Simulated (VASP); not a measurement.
# SnO2 (P-3m1) in VASP: notebook, part 2 of 2

VASP 6.6.1. Earlier steps stand in the parts before.

## Step 3: Single point, PBE+D3(BJ) (volume scaled by 0.91, then relaxed in part)

File INCAR:

```
ALGO = Normal ; EDIFF = 1E-6
ENCUT = 520 ; GGA = PE
ISIF = 2 ; ISMEAR = 0
IVDW = 12 ; LASPH = T
LCHARG = T ; LELF = T
LREAL = F ; LVHAR = T
LWAVE = F ; NBANDS = 20
NELM = 100 ; PREC = Accurate
SIGMA = 0.02
```

File KPOINTS:

```
k-points
0
Gamma
  12 12 6
```

File POSCAR:

```
SnO2
1.0
    3.1955325519      0.0000000000      0.0000000000
   -1.5977662759      2.7674123685      0.0000000000
    0.0000000000      0.0000000000      4.2355375934
Sn O
1 2
Direct
    0.0000000000      0.0000000000      0.5000000000
    0.3333333333      0.6666666667      0.7376085625
    0.6666666667      0.3333333333      0.2623914375
```

Potentials or basis: VASP PAW PBE potentials, release 64 (Sn_d, O).

Command:

```bash
$ cat potpaw_PBE.64/Sn_d/POTCAR potpaw_PBE.64/O/POTCAR > POTCAR
$ mpirun -np 1 vasp_std > vasp.out
```

OUTCAR:

```text
EDIFF = 1E-6
   ENCUT = 520
   GGA = PE
   ISIF = 2
   ISMEAR = 0
   IVDW = 12
   LASPH = T
   LREAL = F
   NELM = 100
   PREC = Accurate
 IVDW          = 12

 ion  position               nearest neighbor table
   1  0.000  0.000  0.500-   2 2.10   3 2.10   2 2.10   3 2.10   3 2.10   2 2.10
   2  0.333  0.667  0.738-   1 2.10   1 2.10   1 2.10
   3  0.667  0.333  0.262-   1 2.10   1 2.10   1 2.10

  LATTYP: Found a hexagonal cell.
 ALAT       =     3.1955325519
 C/A-ratio  =     1.3254559372

  Lattice vectors:

 A1 = (   3.1955325519,   0.0000000000,   0.0000000000)
 A2 = (  -1.5977662759,   2.7674123685,   0.0000000000)
 A3 = (   0.0000000000,   0.0000000000,   4.2355375934)

Analysis of symmetry for initial positions (statically):
=====================================================================
 Subroutine PRICEL returns:
 Original cell was already a primitive cell.

 Routine SETGRP: Setting up the symmetry group for a
 hexagonal supercell.

 Subroutine GETGRP returns: Found 12 space group operations
 (whereof 12 operations were pure point group operations)
 out of a pool of 24 trial point group operations.

The static configuration has the point symmetry D_3d.

Analysis of symmetry for dynamics (positions and initial velocities):
=====================================================================
 Subroutine PRICEL returns:
 Original cell was already a primitive cell.

 Routine SETGRP: Setting up the symmetry group for a
 hexagonal supercell.

 Subroutine GETGRP returns: Found 12 space group operations
 (whereof 12 operations were pure point group operations)
 out of a pool of 24 trial point group operations.

The dynamic configuration has the point symmetry D_3d.

 Subroutine INISYM returns: Found 12 space group operations
 (whereof 12 operations are pure point group operations),
 and found     1 'primitive' translations

----------------------------------------------------------------------------------------

                                     Primitive cell

  volume of cell :      37.4564

  direct lattice vectors                    reciprocal lattice vectors
     3.195532552  0.000000000  0.000000000     0.312936884  0.180674194  0.000000000
    -1.597766276  2.767412369  0.000000000     0.000000000  0.361348389  0.000000000
     0.000000000  0.000000000  4.235537593     0.000000000  0.000000000  0.236097538

  length of vectors
     3.195532552  3.195532552  4.235537593     0.361348389  0.361348389  0.236097538

  position of ions in fractional coordinates (direct lattice)
     0.000000000  0.000000000  0.500000000
     0.333333333  0.666666667  0.737608563
     0.666666667  0.333333333  0.262391437

  ion indices of the primitive-cell ions
   primitive index   ion index
                 1           1
                 2           2
                 3           3

----------------------------------------------------------------------------------------

 KPOINTS: k-points

Automatic generation of k-mesh.
 Grid dimensions read from file:
 generate k-points for:   12   12    6

 Generating k-lattice:

  Cartesian coordinates                     Fractional coordinates (reciprocal lattice)
     0.026078074  0.015056183  0.000000000     0.083333333 -0.000000000  0.000000000
     0.000000000  0.030112366  0.000000000     0.000000000  0.083333333  0.000000000
     0.000000000  0.000000000  0.039349590     0.000000000  0.000000000  0.166666667

  Length of vectors
     0.030112366  0.030112366  0.039349590

  Shift w.r.t. Gamma in fractional coordinates (k-lattice)
     0.000000000  0.000000000  0.000000000

 Subroutine IBZKPT returns following result:
 ===========================================

 Found    100 irreducible k-points:

 Following reciprocal coordinates:
            Coordinates               Weight
  0.000000  0.000000  0.000000      1.000000
  0.083333  0.000000  0.000000      6.000000
  0.166667  0.000000  0.000000      6.000000
  0.250000  0.000000  0.000000      6.000000
  0.333333  0.000000  0.000000      6.000000
  0.416667  0.000000  0.000000      6.000000
[... 16 lines left out ...]
  0.166667  0.000000  0.166667      6.000000
  0.000000  0.166667  0.166667      6.000000
 [... further k-points ...]
   k-points           NKPTS =    100   k-points in BZ     NKDIM =    100   number of bands    NBANDS=     20
   number of dos      NEDOS =    301   number of ions     NIONS =      3
   total plane-waves  NPLWV =  18432
   dimension x,y,z NGX =    24 NGY =   24 NGZ =   32
   dimension x,y,z NGXF=    48 NGYF=   48 NGZF=   64
   ions per type =               1   2
   NGX,Y,Z   is equivalent  to a cutoff of  12.49, 12.49, 12.56 a.u.
   NGXF,Y,Z  is equivalent  to a cutoff of  24.97, 24.97, 25.12 a.u.
 SYSTEM =  unknown system
   PREC   = accura    normal or accurate (medium, high low for compatibility)
   ISTART =      0    job   : 0-new  1-cont  2-samecut
   ICHARG =      2    charge: 1-file 2-atom 10-const
   ISPIN  =      1    spin polarized calculation?
   LNONCOLLINEAR =      F non collinear calculations
   LSORBIT =      F    spin-orbit coupling
   LASPH  =      T    aspherical Exc in radial PAW
   ENCUT  =  520.0 eV  38.22 Ry    6.18 a.u.   5.94  5.94  7.88*2*pi/ulx,y,z
   NELM   =    100;   NELMIN=  2; NELMDL= -5     # of ELM steps
   EDIFF  = 0.1E-05   stopping-criterion for ELM
   LREAL  =      F    real-space projection
   EDIFFG = 0.1E-04   stopping-criterion for IOM
   NSW    =      0    number of steps for IOM
   IBRION =     -1    ionic relax: 0-MD 1-quasi-New 2-CG
   NFREE  =      0    steps in history (QN), initial steepest desc. (CG)
   ISIF   =      2    stress and relaxation
   ISYM   =      2    0-nonsym 1-usesym 2-fastsym
   POTIM  = 0.5000    time-step for ionic-motion
   TEBEG  =    0.0;   TEEND  =   0.0 temperature during run
   PSTRESS=    0.0 pullay stress
   NELECT =      26.0000    total number of electrons
   NUPDOWN=      -1.0000    fix difference up-down
   EMIN   =  10.00;   EMAX   =-10.00  energy-range for DOS
   EFERMI =   0.00;   METHOD = LEGACY
   ISMEAR =     0;   SIGMA  =   0.02  broadening in eV -4-tet -1-fermi 0-gaus
   EFERMI_NEDOS =   21; number of points for ismear=-14 and -15
   IALGO  =     38    algorithm
   IMIX   =      4    mixing-type and parameters
     AMIX     =   0.40;   BMIX     =  1.00
     AMIX_MAG =   1.60;   BMIX_MAG =  1.00
  volume/ion in A,a.u.               =      12.49        84.26
  Fermi-wavevector in a.u.,A,eV,Ry     =   1.449519  2.739195 28.587293  2.101107
  Thomas-Fermi vector in A             =   2.567237
   LORBIT       =      0    0 simple, 1 ext, 2 COOP (PROOUT), +10 PAW based schemes
   GGA     = PE    functional components
   LHFCALC =     F    Hartree Fock is set to
   AEXX    =    0.0000 exact exchange contribution
   IVDW    =    12    specifies the selected vdW correction
   LEPSILON=     F    determine dielectric tensor
   LRPA    =     F    only Hartree local field effects (RPA)
 non-spin polarized calculation
 Gauss-broadening in eV      SIGMA  =   0.02
  energy-cutoff  :      520.00
  volume of cell :       37.46
 maximum number of plane-waves:      1032
   NGX = 11   NGY = 11   NGZ = 15

 number of electron      25.9999995 magnetization

 Free energy of the ion-electron system (eV)
  ---------------------------------------------------
  ext. energy  EPLUGINS =         0.00000000
  ---------------------------------------------------
  free energy    TOTEN  =       -18.02844327 eV

  energy without entropy =      -18.02844327  energy(sigma->0) =      -18.02844327

 E-fermi :   5.5310     XC(G=0): -10.9851

 val. band max:        5.4124101961   @ k =   0.0000   0.0000   0.0000
 cond. band min:       6.9971827787   @ k =   0.0000   0.0000   0.0000
 fundamental gap:      1.5847725825
 Fermi energy:         5.5310479439

 k-point     1 :       0.0000    0.0000    0.0000
  band No.  band energies     occupation
      1     -14.9484      2.00000
      2     -14.6759      2.00000
      3     -14.6759      2.00000
      4     -14.4678      2.00000
      5     -14.4678      2.00000
      6     -13.1351      2.00000
[... 12 lines left out ...]
     19      22.7735      0.00000
     20      22.9808      0.00000
[... 507 lines left out ...]
 k-point    24 :       0.0000    0.1667    0.1667
  band No.  band energies     occupation
      1     -14.9563      2.00000
      2     -14.7830      2.00000
      3     -14.6204      2.00000
      4     -14.5137      2.00000
      5     -14.4649      2.00000
      6     -12.8585      2.00000
[... 12 lines left out ...]
     19      20.5127      0.00000
     20      22.6202      0.00000

 [... further k-points ...]

------------------------ aborting loop because EDIFF is reached ----------------------------------------

 Edisp (eV)   -0.63137

 E8    (eV) :    -0.2518

  FORCE on cell =-STRESS in cart. coord.  units (eV):
  Direction    XX          YY          ZZ          XY          YZ          ZX
  --------------------------------------------------------------------------------------
  -------------------------------------------------------------------------------------
  Total       1.30821     1.30821     1.15165     0.00000     0.00000     0.00000
  in kB      55.95805    55.95805    49.26104     0.00000     0.00000     0.00000
  external pressure =       53.73 kB  Pullay stress =        0.00 kB

 VOLUME and BASIS-vectors are now :
 -----------------------------------------------------------------------------
  energy-cutoff  :      520.00
  volume of cell :       37.46
      direct lattice vectors                 reciprocal lattice vectors
     3.195532552  0.000000000  0.000000000     0.312936884  0.180674194  0.000000000
    -1.597766276  2.767412369  0.000000000     0.000000000  0.361348389  0.000000000
     0.000000000  0.000000000  4.235537593     0.000000000  0.000000000  0.236097538

 POSITION                                       TOTAL-FORCE (eV/Angst)
 -----------------------------------------------------------------------------------
      0.00000      0.00000      2.11777         0.000000      0.000000      0.000000
     -0.00000      1.84494      3.12417        -0.000000      0.000000      0.054998
      1.59777      0.92247      1.11137        -0.000000     -0.000000     -0.054998
 -----------------------------------------------------------------------------------
    total drift:                                0.000000     -0.000000     -0.000000

  FREE ENERGIE OF THE ION-ELECTRON SYSTEM (eV)
  ---------------------------------------------------
  free  energy   TOTEN  =       -18.6598175531 eV

  energy  without entropy=      -18.6598175531  energy(sigma->0) =      -18.65981755
```

stdout:

```text
POSCAR found type information on POSCAR SnO
 POSCAR found :  2 types and       3 ions
 scaLAPACK will be used
 LDA part: xc-table for (Slater+PW92), standard interpolation
 POSCAR, INCAR and KPOINTS ok, starting setup
 FFT: planning ... GRIDC
 FFT: planning ... GRID_SOFT
 FFT: planning ... GRID
 WAVECAR not read
 entering main loop
```

Wall time 84 s (1 thread of Intel Xeon 8259CL, shared host); peak memory 0.21 GiB.

Results:

```yaml
Free_energy: -18.6598 eV
Pressure: 5.4 GPa
Largest_force: 0.055 eV/Å
Band_gap_on_the_k_mesh: 1.58 eV, direct
Dispersion_energy_per_atom: -0.210 eV
```

Forces on the atoms (eV/Å):
```
Sn   0.000  0.000  0.000
O    0.000  0.000  0.055
O    0.000  0.000 -0.055
```

Levels at points of the mesh, in eV from the valence-band top:
| k point | band 11 | band 12 | band 13 | band 14 | band 15 | band 16 |
| --- | --- | --- | --- | --- | --- | --- |
| (0.00, 0.00, 0.00) | -1.29 | -1.29 | 0.00 | 1.58 | 5.69 | 11.15 |
| (0.50, 0.00, 0.00) | -2.22 | -0.66 | -0.63 | 5.29 | 7.40 | 10.86 |
| (0.00, 0.00, 0.50) | -1.74 | -1.09 | -1.09 | 3.62 | 5.39 | 11.03 |
| (0.50, 0.00, 0.50) | -1.21 | -1.07 | -0.68 | 5.16 | 6.71 | 10.32 |

Caveat: spin-orbit coupling is left out, which moves the levels of the heavy elements.
